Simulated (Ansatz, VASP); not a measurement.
# SiGe: VASP beside Ansatz

```xyz
4
Lattice="3.9045 0.0000 0.0000 -1.9522 3.3814 0.0000 0.0000 0.0000 6.6121" Properties=species:S:1:pos:R:3 pbc="T T T"
Si    1.9522    1.1271    5.7829
Si    0.0000    2.2542    2.4769
Ge    1.9522    1.1271    3.3086
Ge    0.0000    2.2542    0.0026
```

Change from the starting cell: strain +0.000 along x and y, +0.025 along z, atoms carried along.

Alike in both runs: task single point; functional r2SCAN; k mesh 12 × 12 × 4; occupations gaussian, width 0.05 eV; no spin polarisation.

|  | VASP | Ansatz |
| --- | --- | --- |
| version | VASP 6.6.1 | Ansatz 0.2.0 |
| potentials or method | VASP PAW PBE potentials, release 64 (Si, Ge_d), cutoff 520 eV | scalar-relativistic, plane waves, PAW |
| valence electrons in the cell | 36 | 36 |

VASP gave:

```
gap on the k mesh at the Fermi level (eV)                     : 0.78
least direct gap on the mesh (eV)                             : 0.97
pressure (GPa)                                                : -1.9
traceless stress, the component that is largest in VASP (GPa) : -3.23
rms of the force components (eV/Å)                            : 0.117
```

Q: Estimate Ansatz's values.

A: gap on the k mesh at the Fermi level (eV): 0.78; least direct gap on the mesh (eV): 0.98; pressure (GPa): -1.9; traceless stress, the component that is largest in VASP (GPa): -3.22; rms of the force components (eV/Å): 0.115.

VASP's potentials were made for PBE, not for r2SCAN. Atom by atom the forces differ by 0.002 eV/Å (rms over components).
